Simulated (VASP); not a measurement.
# NaCaF3 (Pm-3m) in VASP: further runs

NaCaF3 is run at these levels: r2SCAN; tasks: single point.

Program: VASP 6.6.1. These are calculated values, not measurements. Logs are shortened: lines on timing, memory, paths and dates and some standing lists are left out, and cuts for length are marked.

### 1 The cell of the first run

Symmetry: Pm-3m, No. 221, cubic system. The conventional cell has a = 4.381 Å, b = 4.381 Å, c = 4.381 Å, α = 90.00°, β = 90.00°, γ = 90.00°. Within 4.1 Å of Na (site symmetry m-3m) lie 12 F at 3.10 Å and 8 Ca at 3.79 Å. Within 2.9 Å of Ca (site symmetry m-3m) lie 6 F at 2.19 Å. Within 2.9 Å of F (site symmetry 4/mmm) lie 2 Ca at 2.19 Å.

### 2 Single point, r2SCAN

POSCAR

```
NaCaF3
1.0
    4.3805651110      0.0000000000      0.0000000000
    0.0000000000      4.3805651110      0.0000000000
    0.0000000000      0.0000000000      4.3805651110
Na Ca F
1 1 3
Direct
    0.0000000000      0.0000000000      0.0000000000
    0.5000000000      0.5000000000      0.5000000000
    0.5000000000      0.5000000000      0.0000000000
    0.5000000000      0.0000000000      0.5000000000
    0.0000000000      0.5000000000      0.5000000000
```

INCAR.step1

```
SYSTEM = NaCaF3
PREC = Accurate ; ENCUT = 520
ISMEAR = 0 ; SIGMA = 0.01
LREAL = .False. ; LASPH = .True.
NELM = 80 ; NBANDS = 27
GGA = PE ; ALGO = Normal
EDIFF = 1E-4 ; LWAVE = .True.
LCHARG = .False.
```

INCAR.step2

```
SYSTEM = NaCaF3
PREC = Accurate ; ENCUT = 520
EDIFF = 1E-6 ; ISMEAR = 0
SIGMA = 0.01 ; LREAL = .False.
LASPH = .True. ; NELM = 80
ALGO = Normal ; ISIF = 2
LWAVE = .False. ; LCHARG = .False.
METAGGA = R2SCAN ; LMIXTAU = .True.
NBANDS = 27 ; ISTART = 1
```

KPOINTS

```
Automatic mesh
0
Gamma
  6 6 6
  0 0 0
```

Potentials or basis: VASP PAW PBE potentials, release 64 (Na_pv, Ca_sv, F).

Launch:

```bash
cat potpaw_PBE.64/Na_pv/POTCAR potpaw_PBE.64/Ca_sv/POTCAR potpaw_PBE.64/F/POTCAR > POTCAR
cp INCAR.step1 INCAR
mpirun -np 1 vasp_std > vasp.out
cp INCAR.step2 INCAR
mpirun -np 1 vasp_std > vasp.out
```

OUTCAR:

```text
SYSTEM = NaCaF3
   PREC = Accurate
   ENCUT = 520
   EDIFF = 1E-6
   ISMEAR = 0
   LREAL = .False.
   LASPH = .True.
   NELM = 80
   ISIF = 2
   METAGGA = R2SCAN
   ISTART = 1

 ion  position               nearest neighbor table
   1  0.000  0.000  0.000-
   2  0.500  0.500  0.500-   3 2.19   4 2.19   5 2.19   3 2.19   4 2.19   5 2.19
   3  0.500  0.500  0.000-   2 2.19   2 2.19
   4  0.500  0.000  0.500-   2 2.19   2 2.19
   5  0.000  0.500  0.500-   2 2.19   2 2.19

  LATTYP: Found a simple cubic cell.
 ALAT       =     4.3805651110

  Lattice vectors:

 A1 = (   4.3805651110,   0.0000000000,   0.0000000000)
 A2 = (   0.0000000000,   4.3805651110,   0.0000000000)
 A3 = (   0.0000000000,   0.0000000000,   4.3805651110)

Analysis of symmetry for initial positions (statically):
=====================================================================
 Subroutine PRICEL returns:
 Original cell was already a primitive cell.

 Routine SETGRP: Setting up the symmetry group for a
 simple cubic supercell.

 Subroutine GETGRP returns: Found 48 space group operations
 (whereof 48 operations were pure point group operations)
 out of a pool of 48 trial point group operations.

The static configuration has the point symmetry O_h .

Analysis of symmetry for dynamics (positions and initial velocities):
=====================================================================
 Subroutine PRICEL returns:
 Original cell was already a primitive cell.

 Routine SETGRP: Setting up the symmetry group for a
 simple cubic supercell.

 Subroutine GETGRP returns: Found 48 space group operations
 (whereof 48 operations were pure point group operations)
 out of a pool of 48 trial point group operations.

The dynamic configuration has the point symmetry O_h .

 Subroutine INISYM returns: Found 48 space group operations
 (whereof 48 operations are pure point group operations),
 and found     1 'primitive' translations

----------------------------------------------------------------------------------------

                                     Primitive cell

  volume of cell :      84.0602

  direct lattice vectors                    reciprocal lattice vectors
     4.380565111  0.000000000  0.000000000     0.228281049  0.000000000  0.000000000
     0.000000000  4.380565111  0.000000000     0.000000000  0.228281049  0.000000000
     0.000000000  0.000000000  4.380565111     0.000000000  0.000000000  0.228281049

  length of vectors
     4.380565111  4.380565111  4.380565111     0.228281049  0.228281049  0.228281049

  position of ions in fractional coordinates (direct lattice)
     0.000000000  0.000000000  0.000000000
     0.500000000  0.500000000  0.500000000
     0.500000000  0.500000000  0.000000000
     0.500000000  0.000000000  0.500000000
     0.000000000  0.500000000  0.500000000

  ion indices of the primitive-cell ions
   primitive index   ion index
                 1           1
                 2           2
                 3           3
                 4           4
                 5           5

----------------------------------------------------------------------------------------

 KPOINTS: Automatic mesh

Automatic generation of k-mesh.
 Grid dimensions read from file:
 generate k-points for:    6    6    6

 Generating k-lattice:

  Cartesian coordinates                     Fractional coordinates (reciprocal lattice)
     0.038046842  0.000000000  0.000000000     0.166666667  0.000000000  0.000000000
     0.000000000  0.038046842  0.000000000     0.000000000  0.166666667  0.000000000
     0.000000000  0.000000000  0.038046842     0.000000000  0.000000000  0.166666667

  Length of vectors
     0.038046842  0.038046842  0.038046842

  Shift w.r.t. Gamma in fractional coordinates (k-lattice)
     0.000000000  0.000000000  0.000000000

 Subroutine IBZKPT returns following result:
 ===========================================

 Found     20 irreducible k-points:

 Following reciprocal coordinates:
            Coordinates               Weight
  0.000000  0.000000  0.000000      1.000000
  0.166667  0.000000  0.000000      6.000000
  0.333333  0.000000  0.000000      6.000000
  0.500000  0.000000  0.000000      3.000000
  0.166667  0.166667  0.000000     12.000000
  0.333333  0.166667  0.000000     24.000000
[... 12 lines left out ...]
  0.500000  0.500000  0.333333      6.000000
  0.500000  0.500000  0.500000      1.000000
   k-points           NKPTS =     20   k-points in BZ     NKDIM =     20   number of bands    NBANDS=     27
   number of dos      NEDOS =    301   number of ions     NIONS =      5
   total plane-waves  NPLWV =  46656
   dimension x,y,z NGX =    36 NGY =   36 NGZ =   36
   dimension x,y,z NGXF=    72 NGYF=   72 NGZF=   72
   ions per type =               1   1   3
   NGX,Y,Z   is equivalent  to a cutoff of  13.66, 13.66, 13.66 a.u.
   NGXF,Y,Z  is equivalent  to a cutoff of  27.32, 27.32, 27.32 a.u.
 SYSTEM =  NaCaF3
   PREC   = accura    normal or accurate (medium, high low for compatibility)
   ISTART =      1    job   : 0-new  1-cont  2-samecut
   ICHARG =      0    charge: 1-file 2-atom 10-const
   ISPIN  =      1    spin polarized calculation?
   LNONCOLLINEAR =      F non collinear calculations
   LSORBIT =      F    spin-orbit coupling
   LASPH  =      T    aspherical Exc in radial PAW
   ENCUT  =  520.0 eV  38.22 Ry    6.18 a.u.   8.14  8.14  8.14*2*pi/ulx,y,z
   NELM   =     80;   NELMIN=  2; NELMDL=  0     # of ELM steps
   EDIFF  = 0.1E-05   stopping-criterion for ELM
   LREAL  =      F    real-space projection
   EDIFFG = 0.1E-04   stopping-criterion for IOM
   NSW    =      0    number of steps for IOM
   IBRION =     -1    ionic relax: 0-MD 1-quasi-New 2-CG
   NFREE  =      0    steps in history (QN), initial steepest desc. (CG)
   ISIF   =      2    stress and relaxation
   ISYM   =      2    0-nonsym 1-usesym 2-fastsym
   POTIM  = 0.5000    time-step for ionic-motion
   TEBEG  =    0.0;   TEEND  =   0.0 temperature during run
   PSTRESS=    0.0 pullay stress
   NELECT =      38.0000    total number of electrons
   NUPDOWN=      -1.0000    fix difference up-down
   EMIN   =  10.00;   EMAX   =-10.00  energy-range for DOS
   EFERMI =   0.00;   METHOD = LEGACY
   ISMEAR =     0;   SIGMA  =   0.01  broadening in eV -4-tet -1-fermi 0-gaus
   EFERMI_NEDOS =   21; number of points for ismear=-14 and -15
   IALGO  =     38    algorithm
   IMIX   =      4    mixing-type and parameters
     AMIX     =   0.40;   BMIX     =  1.00
     AMIX_MAG =   1.60;   BMIX_MAG =  1.00
  volume/ion in A,a.u.               =      16.81       113.45
  Fermi-wavevector in a.u.,A,eV,Ry     =   1.256433  2.374313 21.478471  1.578623
  Thomas-Fermi vector in A             =   2.390141
   LORBIT       =      0    0 simple, 1 ext, 2 COOP (PROOUT), +10 PAW based schemes
   METAGGA = R2SCAN    functional components
   LHFCALC =     F    Hartree Fock is set to
   AEXX    =    0.0000 exact exchange contribution
   IVDW    =     0    specifies the selected vdW correction
   LEPSILON=     F    determine dielectric tensor
   LRPA    =     F    only Hartree local field effects (RPA)
 non-spin polarized calculation
 Gauss-broadening in eV      SIGMA  =   0.01
  energy-cutoff  :      520.00
  volume of cell :       84.06
 maximum number of plane-waves:      2301
 NGX is ok and might be reduce to    36
   NGX = 17   NGY = 17   NGZ = 17

 number of electron      37.9999968 magnetization

 Free energy of the ion-electron system (eV)
  ---------------------------------------------------
  ext. energy  EPLUGINS =         0.00000000
  ---------------------------------------------------
  free energy    TOTEN  =       -37.28798432 eV

  energy without entropy =      -37.28798432  energy(sigma->0) =      -37.28798432

 E-fermi :  -2.9759     XC(G=0):  -8.6356

 val. band max:       -3.0753107836   @ k =   0.5000   0.5000   0.5000
 cond. band min:       2.8519875472   @ k =   0.0000   0.0000   0.0000
 fundamental gap:      5.9272983308
 Fermi energy:        -2.9758598664

 k-point     1 :       0.0000    0.0000    0.0000
  band No.  band energies     occupation
      1     -39.3363      2.00000
      2     -24.8732      2.00000
      3     -24.8732      2.00000
      4     -24.8732      2.00000
      5     -23.4845      2.00000
      6     -23.3777      2.00000
[... 19 lines left out ...]
     26      10.4870      0.00000
     27      10.4870      0.00000

 k-point     2 :       0.1667    0.0000    0.0000
  band No.  band energies     occupation
      1     -39.3343      2.00000
      2     -24.8750      2.00000
      3     -24.8731      2.00000
      4     -24.8731      2.00000
      5     -23.5507      2.00000
      6     -23.4286      2.00000
[... 19 lines left out ...]
     26      10.0501      0.00000
     27      10.5266      0.00000

 k-point     3 :       0.3333    0.0000    0.0000
  band No.  band energies     occupation
      1     -39.3303      2.00000
      2     -24.8787      2.00000
      3     -24.8729      2.00000
      4     -24.8729      2.00000
      5     -23.7481      2.00000
      6     -23.4400      2.00000
[... 19 lines left out ...]
     26      10.4688      0.00000
     27      10.6411      0.00000

 k-point     4 :       0.5000    0.0000    0.0000
  band No.  band energies     occupation
      1     -39.3283      2.00000
      2     -24.8805      2.00000
      3     -24.8729      2.00000
      4     -24.8729      2.00000
      5     -23.8424      2.00000
      6     -23.4395      2.00000
[... 19 lines left out ...]
     26      10.7262      0.00000
     27      10.7345      0.00000
[... 396 lines left out ...]
      4     -24.8745      2.00000
      5     -23.8345      2.00000
      6     -23.7452      2.00000
[... 19 lines left out ...]
     26      10.2481      0.00000
     27      10.2536      0.00000

 k-point    19 :       0.5000    0.5000    0.3333
  band No.  band energies     occupation
      1     -39.3144      2.00000
      2     -24.8761      2.00000
      3     -24.8761      2.00000
      4     -24.8745      2.00000
      5     -23.8342      2.00000
      6     -23.8342      2.00000
[... 19 lines left out ...]
     26       9.9000      0.00000
     27      10.2993      0.00000

 k-point    20 :       0.5000    0.5000    0.5000
  band No.  band energies     occupation
      1     -39.3124      2.00000
      2     -24.8751      2.00000
      3     -24.8751      2.00000
      4     -24.8751      2.00000
      5     -23.8343      2.00000
      6     -23.8343      2.00000
[... 19 lines left out ...]
     26      10.1201      0.00000
     27      10.2868      0.00000

------------------------ aborting loop because EDIFF is reached ----------------------------------------

  FORCE on cell =-STRESS in cart. coord.  units (eV):
  Direction    XX          YY          ZZ          XY          YZ          ZX
  --------------------------------------------------------------------------------------
  -------------------------------------------------------------------------------------
  Total        0.2568351      0.2568351      0.2568351      0.0000000      0.0000000     -0.0000000
  in kB        4.8952464      4.8952464      4.8952464      0.0000000      0.0000000     -0.0000000
  external PRESSURE =       4.8952464 kB  Pullay stress =       0.0000000 kB

 VOLUME and BASIS-vectors are now :
 -----------------------------------------------------------------------------
  energy-cutoff  :      520.00
  volume of cell :       84.06
      direct lattice vectors                 reciprocal lattice vectors
     4.380565111  0.000000000  0.000000000     0.228281049  0.000000000  0.000000000
     0.000000000  4.380565111  0.000000000     0.000000000  0.228281049  0.000000000
     0.000000000  0.000000000  4.380565111     0.000000000  0.000000000  0.228281049

 POSITION                                       TOTAL-FORCE (eV/Angst)
 -----------------------------------------------------------------------------------
      0.00000      0.00000      0.00000         0.000000      0.000000      0.000000
      2.19028      2.19028      2.19028         0.000000      0.000000      0.000000
      2.19028      2.19028      0.00000         0.000000      0.000000      0.000000
      2.19028      0.00000      2.19028         0.000000      0.000000      0.000000
      0.00000      2.19028      2.19028         0.000000      0.000000      0.000000
 -----------------------------------------------------------------------------------
    total drift:                                0.000000      0.000000      0.000000

  FREE ENERGIE OF THE ION-ELECTRON SYSTEM (eV)
  ---------------------------------------------------
  free  energy   TOTEN  =       -37.2879843206 eV

  energy  without entropy=      -37.2879843206  energy(sigma->0) =      -37.28798432
```

It took 69 s on 1 thread of Intel Xeon 6975P-C (Granite Rapids), shared host; peak memory 0.23 GiB.

What came out:

```
Free energy            : -37.2880 eV
Pressure               : 0.5 GPa
Band gap on the k mesh : 5.93 eV, indirect (least direct gap 6.06 eV)
```

Caveat: the PAW data sets were made with another functional, which shifts forces and pressure a little. r2SCAN opens gaps a little over a GGA but as a rule still falls short of measured ones.

(Continued in part 2 of 2.)
